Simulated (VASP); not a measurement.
# Li3LaAg2 (P-3m1) in VASP: single point with PBE

Aim: the single point of Li3LaAg2 with PBE.

Program: VASP 6.6.1. These are calculated values, not measurements. Logs are shortened: lines on timing, memory, paths and dates and some standing lists are left out, and cuts for length are marked.

### 1 The cell of the first run

It takes space group P-3m1 (No. 164, trigonal). Conventional cell: a = 4.584 Å, b = 4.584 Å, c = 7.134 Å, α = 90.00°, β = 90.00°, γ = 120.00°. Within 3.6 Å of Li (site symmetry 3m) lie 4 Ag at 2.70 to 2.71 Å and 6 Li at 2.86 to 3.42 Å. Within 3.8 Å of Li (site symmetry -3m) lie 6 Li at 2.86 Å and 6 Ag at 3.10 Å and 2 La at 3.57 Å. La (site symmetry -3m) has 6 Ag at 3.28 Å and 8 Li at 3.57 to 3.63 Å within 4.3 Å. Within 3.6 Å of Ag (site symmetry 3m) lie 7 Li at 2.70 to 3.10 Å and 3 La at 3.28 Å.

### 2 Single point, PBE

Input file INCAR:

```
PREC = Accurate
ENCUT = 520
EDIFF = 1E-7
ISMEAR = -1
SIGMA = 0.1
LREAL = False
LASPH = True
NELM = 60
ALGO = Normal
ISIF = 2
LWAVE = False
LCHARG = False
GGA = PE
NBANDS = 30
```

Input file KPOINTS:

```
Automatic mesh
0
Gamma
  8 8 4
```

Input file POSCAR:

```
Li3LaAg2
1.0
    4.5836449026      0.0000000000      0.0000000000
   -2.2918224513      3.9695529275      0.0000000000
    0.0000000000      0.0000000000      7.1343094994
Li La Ag
3 1 2
Direct
    0.3333333333      0.6666666667      0.6519740751
    0.6666666667      0.3333333333      0.3480259249
    0.0000000000      0.0000000000      0.5000000000
    0.0000000000      0.0000000000      0.0000000000
    0.3333333333      0.6666666667      0.2726738034
    0.6666666667      0.3333333333      0.7273261966
```

Potentials or basis: VASP PAW PBE potentials, release 64 (Li_sv, La, Ag).

Launch:

```console
> cat potpaw_PBE.64/Li_sv/POTCAR potpaw_PBE.64/La/POTCAR potpaw_PBE.64/Ag/POTCAR > POTCAR
> mpirun -np 1 vasp_std > vasp.out
```

OUTCAR:

```text
PREC = Accurate
   ENCUT = 520
   EDIFF = 1E-7
   ISMEAR = -1
   LREAL = False
   LASPH = True
   NELM = 60
   ISIF = 2
   GGA = PE

 ion  position               nearest neighbor table
   1  0.333  0.667  0.652-   6 2.70   6 2.70   6 2.70   5 2.71
   2  0.667  0.333  0.348-   5 2.70   5 2.70   5 2.70   6 2.71
   3  0.000  0.000  0.500-   5 3.10   6 3.10   5 3.10   6 3.10   6 3.10   5 3.10
   4  0.000  0.000  0.000-   5 3.28   6 3.28   5 3.28   6 3.28   6 3.28   5 3.28
   5  0.333  0.667  0.273-   2 2.70   2 2.70   2 2.70   1 2.71   3 3.10   3 3.10   3 3.10   4 3.28
                             4 3.28   4 3.28
   6  0.667  0.333  0.727-   1 2.70   1 2.70   1 2.70   2 2.71   3 3.10   3 3.10   3 3.10   4 3.28
                             4 3.28   4 3.28

  LATTYP: Found a hexagonal cell.
 ALAT       =     4.5836449026
 C/A-ratio  =     1.5564708111

  Lattice vectors:

 A1 = (   4.5836449026,   0.0000000000,   0.0000000000)
 A2 = (  -2.2918224513,   3.9695529275,   0.0000000000)
 A3 = (   0.0000000000,   0.0000000000,   7.1343094994)

Analysis of symmetry for initial positions (statically):
=====================================================================
 Subroutine PRICEL returns:
 Original cell was already a primitive cell.

 Routine SETGRP: Setting up the symmetry group for a
 hexagonal supercell.

 Subroutine GETGRP returns: Found 12 space group operations
 (whereof 12 operations were pure point group operations)
 out of a pool of 24 trial point group operations.

The static configuration has the point symmetry D_3d.

Analysis of symmetry for dynamics (positions and initial velocities):
=====================================================================
 Subroutine PRICEL returns:
 Original cell was already a primitive cell.

 Routine SETGRP: Setting up the symmetry group for a
 hexagonal supercell.

 Subroutine GETGRP returns: Found 12 space group operations
 (whereof 12 operations were pure point group operations)
 out of a pool of 24 trial point group operations.

The dynamic configuration has the point symmetry D_3d.

 Subroutine INISYM returns: Found 12 space group operations
 (whereof 12 operations are pure point group operations),
 and found     1 'primitive' translations

----------------------------------------------------------------------------------------

                                     Primitive cell

  volume of cell :     129.8089

  direct lattice vectors                    reciprocal lattice vectors
     4.583644903  0.000000000  0.000000000     0.218166987  0.125958769  0.000000000
    -2.291822451  3.969552928  0.000000000     0.000000000  0.251917538  0.000000000
     0.000000000  0.000000000  7.134309499     0.000000000  0.000000000  0.140167735

  length of vectors
     4.583644903  4.583644903  7.134309499     0.251917538  0.251917538  0.140167735

  position of ions in fractional coordinates (direct lattice)
     0.333333333  0.666666667  0.651974075
     0.666666667  0.333333333  0.348025925
     0.000000000  0.000000000  0.500000000
     0.000000000  0.000000000  0.000000000
     0.333333333  0.666666667  0.272673803
     0.666666667  0.333333333  0.727326197

  ion indices of the primitive-cell ions
   primitive index   ion index
                 1           1
                 2           2
                 3           3
                 4           4
                 5           5
                 6           6

----------------------------------------------------------------------------------------

 KPOINTS: Automatic mesh

Automatic generation of k-mesh.
 Grid dimensions read from file:
 generate k-points for:    8    8    4

 Generating k-lattice:

  Cartesian coordinates                     Fractional coordinates (reciprocal lattice)
     0.027270873  0.015744846  0.000000000     0.125000000  0.000000000  0.000000000
     0.000000000  0.031489692  0.000000000     0.000000000  0.125000000  0.000000000
     0.000000000  0.000000000  0.035041934     0.000000000  0.000000000  0.250000000

  Length of vectors
     0.031489692  0.031489692  0.035041934

  Shift w.r.t. Gamma in fractional coordinates (k-lattice)
     0.000000000  0.000000000  0.000000000

 Subroutine IBZKPT returns following result:
 ===========================================

 Found     35 irreducible k-points:

 Following reciprocal coordinates:
            Coordinates               Weight
  0.000000  0.000000  0.000000      1.000000
  0.125000  0.000000  0.000000      6.000000
  0.250000  0.000000  0.000000      6.000000
  0.375000 -0.000000  0.000000      6.000000
  0.500000  0.000000  0.000000      3.000000
  0.125000  0.125000  0.000000      6.000000
[... 16 lines left out ...]
 -0.125000  0.500000  0.250000     12.000000
  0.250000  0.250000  0.250000     12.000000
 [... further k-points ...]
   k-points           NKPTS =     35   k-points in BZ     NKDIM =     35   number of bands    NBANDS=     30
   number of dos      NEDOS =    301   number of ions     NIONS =      6
   total plane-waves  NPLWV =  69984
   dimension x,y,z NGX =    36 NGY =   36 NGZ =   54
   dimension x,y,z NGXF=    72 NGYF=   72 NGZF=  108
   ions per type =               3   1   2
   NGX,Y,Z   is equivalent  to a cutoff of  13.06, 13.06, 12.58 a.u.
   NGXF,Y,Z  is equivalent  to a cutoff of  26.11, 26.11, 25.17 a.u.
 SYSTEM =  unknown system
   PREC   = accura    normal or accurate (medium, high low for compatibility)
   ISTART =      0    job   : 0-new  1-cont  2-samecut
   ICHARG =      2    charge: 1-file 2-atom 10-const
   ISPIN  =      1    spin polarized calculation?
   LNONCOLLINEAR =      F non collinear calculations
   LSORBIT =      F    spin-orbit coupling
   LASPH  =      T    aspherical Exc in radial PAW
   ENCUT  =  520.0 eV  38.22 Ry    6.18 a.u.   8.52  8.52 13.27*2*pi/ulx,y,z
   NELM   =     60;   NELMIN=  2; NELMDL= -5     # of ELM steps
   EDIFF  = 0.1E-06   stopping-criterion for ELM
   LREAL  =      F    real-space projection
   EDIFFG = 0.1E-05   stopping-criterion for IOM
   NSW    =      0    number of steps for IOM
   IBRION =     -1    ionic relax: 0-MD 1-quasi-New 2-CG
   NFREE  =      0    steps in history (QN), initial steepest desc. (CG)
   ISIF   =      2    stress and relaxation
   ISYM   =      2    0-nonsym 1-usesym 2-fastsym
   POTIM  = 0.5000    time-step for ionic-motion
   TEBEG  =    0.0;   TEEND  =   0.0 temperature during run
   PSTRESS=    0.0 pullay stress
   NELECT =      42.0000    total number of electrons
   NUPDOWN=      -1.0000    fix difference up-down
   EMIN   =  10.00;   EMAX   =-10.00  energy-range for DOS
   EFERMI =   0.00;   METHOD = LEGACY
   ISMEAR =    -1;   SIGMA  =   0.10  broadening in eV -4-tet -1-fermi 0-gaus
   EFERMI_NEDOS =   21; number of points for ismear=-14 and -15
   IALGO  =     38    algorithm
   IMIX   =      4    mixing-type and parameters
     AMIX     =   0.40;   BMIX     =  1.00
     AMIX_MAG =   1.60;   BMIX_MAG =  1.00
  volume/ion in A,a.u.               =      21.63       146.00
  Fermi-wavevector in a.u.,A,eV,Ry     =   1.123888  2.123841 17.185853  1.263125
  Thomas-Fermi vector in A             =   2.260557
   LORBIT       =      0    0 simple, 1 ext, 2 COOP (PROOUT), +10 PAW based schemes
   GGA     = PE    functional components
[... 5 lines left out ...]
 non-spin polarized calculation
  energy-cutoff  :      520.00
  volume of cell :      129.81
 maximum number of plane-waves:      3537
 NGX is ok and might be reduce to    36
   NGX = 17   NGY = 17   NGZ = 27

 number of electron      41.9999996 magnetization

 Free energy of the ion-electron system (eV)
  ---------------------------------------------------
  ext. energy  EPLUGINS =         0.00000000
  ---------------------------------------------------
  free energy    TOTEN  =       -17.10036048 eV

  energy without entropy =      -16.97819653  energy(sigma->0) =      -17.03927850

 E-fermi :   4.8693     XC(G=0):  -9.1914

 val. band max:        4.8454601778   @ k =   0.0000   0.2500   0.2500
 cond. band min:       4.8693292927   @ k =  -0.1250   0.5000   0.2500
 fundamental gap:      0.0238691149
 Fermi energy:         4.8692569691

 k-point     1 :       0.0000    0.0000    0.0000
  band No.  band energies     occupation
      1     -41.4657      2.00000
      2     -41.1711      2.00000
      3     -41.1691      2.00000
      4     -28.4612      2.00000
      5     -12.1758      2.00000
      6     -12.0326      2.00000
[... 22 lines left out ...]
     29       6.3695      0.00000
     30       7.0704      0.00000

 k-point     2 :       0.1250    0.0000    0.0000
  band No.  band energies     occupation
      1     -41.4655      2.00000
      2     -41.1711      2.00000
      3     -41.1691      2.00000
      4     -28.4598      2.00000
      5     -12.1720      2.00000
      6     -12.0578      2.00000
[... 22 lines left out ...]
     29       6.4036      0.00000
     30       6.8484      0.00000

 k-point     3 :       0.2500    0.0000    0.0000
  band No.  band energies     occupation
      1     -41.4653      2.00000
      2     -41.1710      2.00000
      3     -41.1693      2.00000
      4     -28.4563      2.00000
      5     -12.1628      2.00000
      6     -12.1177      2.00000
[... 22 lines left out ...]
     29       6.4501      0.00000
     30       6.4552      0.00000

 k-point     4 :       0.3750   -0.0000    0.0000
  band No.  band energies     occupation
      1     -41.4651      2.00000
      2     -41.1708      2.00000
      3     -41.1696      2.00000
      4     -28.4529      2.00000
      5     -12.1764      2.00000
      6     -12.1536      2.00000
[... 616 lines left out ...]
     29       6.3072      0.00000
     30       6.3153      0.00000

 k-point    23 :      -0.1250    0.5000    0.2500
  band No.  band energies     occupation
      1     -41.4650      2.00000
      2     -41.1707      2.00000
      3     -41.1698      2.00000
      4     -28.4514      2.00000
      5     -12.1873      2.00000
      6     -12.1496      2.00000
[... 22 lines left out ...]
     29       6.3147      0.00000
     30       6.3294      0.00000

 k-point    24 :       0.2500    0.2500    0.2500
  band No.  band energies     occupation
      1     -41.4650      2.00000
      2     -41.1707      2.00000
      3     -41.1698      2.00000
      4     -28.4514      2.00000
      5     -12.1690      2.00000
      6     -12.1496      2.00000
[... 22 lines left out ...]
     29       6.3095      0.00000
     30       6.3228      0.00000

 [... further k-points ...]

------------------------ aborting loop because EDIFF is reached ----------------------------------------

  FORCE on cell =-STRESS in cart. coord.  units (eV):
  Direction    XX          YY          ZZ          XY          YZ          ZX
  --------------------------------------------------------------------------------------
  -------------------------------------------------------------------------------------
  Total       -0.0558982     -0.0558982     -0.1034994      0.0000000      0.0000000      0.0000000
  in kB       -0.6899283     -0.6899283     -1.2774503      0.0000000      0.0000000      0.0000000
  external PRESSURE =      -0.8857690 kB  Pullay stress =       0.0000000 kB

 VOLUME and BASIS-vectors are now :
 -----------------------------------------------------------------------------
  energy-cutoff  :      520.00
  volume of cell :      129.81
      direct lattice vectors                 reciprocal lattice vectors
     4.583644903  0.000000000  0.000000000     0.218166987  0.125958769  0.000000000
    -2.291822451  3.969552928  0.000000000     0.000000000  0.251917538  0.000000000
     0.000000000  0.000000000  7.134309499     0.000000000  0.000000000  0.140167735

 POSITION                                       TOTAL-FORCE (eV/Angst)
 -----------------------------------------------------------------------------------
     -0.00000      2.64637      4.65138        -0.000000      0.000000     -0.000560
      2.29182      1.32318      2.48292         0.000000      0.000000      0.000560
      0.00000      0.00000      3.56715         0.000000      0.000000      0.000000
      0.00000      0.00000      0.00000         0.000000      0.000000      0.000000
     -0.00000      2.64637      1.94534        -0.000000      0.000000     -0.002816
      2.29182      1.32318      5.18897         0.000000     -0.000000      0.002816
 -----------------------------------------------------------------------------------
    total drift:                                0.000000      0.000000      0.000000

  FREE ENERGIE OF THE ION-ELECTRON SYSTEM (eV)
  ---------------------------------------------------
  free  energy   TOTEN  =       -17.1003604785 eV

  energy  without entropy=      -16.9781965292  energy(sigma->0) =      -17.03927850
```

Run time: 3.9 min. Hardware: 1 thread of Oxide Virtual Turin-like, shared host; peak memory 0.31 GiB.

What came out:

| Quantity | Value |
| --- | --- |
| Free energy | -17.1004 eV |
| Band gap on the k mesh | zero (band 21 reaches 5.80 eV, above the bottom of band 22 at 4.48 eV) |

Forces on the atoms (eV/Å):
```
Li   0.000  0.000 -0.001
Li   0.000  0.000  0.001
Li   0.000  0.000  0.000
La   0.000  0.000  0.000
Ag   0.000  0.000 -0.003
Ag   0.000  0.000  0.003
```

Caveat: the cutoff is under 1.25 times the usual one of these potentials, so pressure, stress and relaxed cells hold a basis-set (Pulay) error; spin-orbit coupling is left out, which moves the levels of the heavy elements.
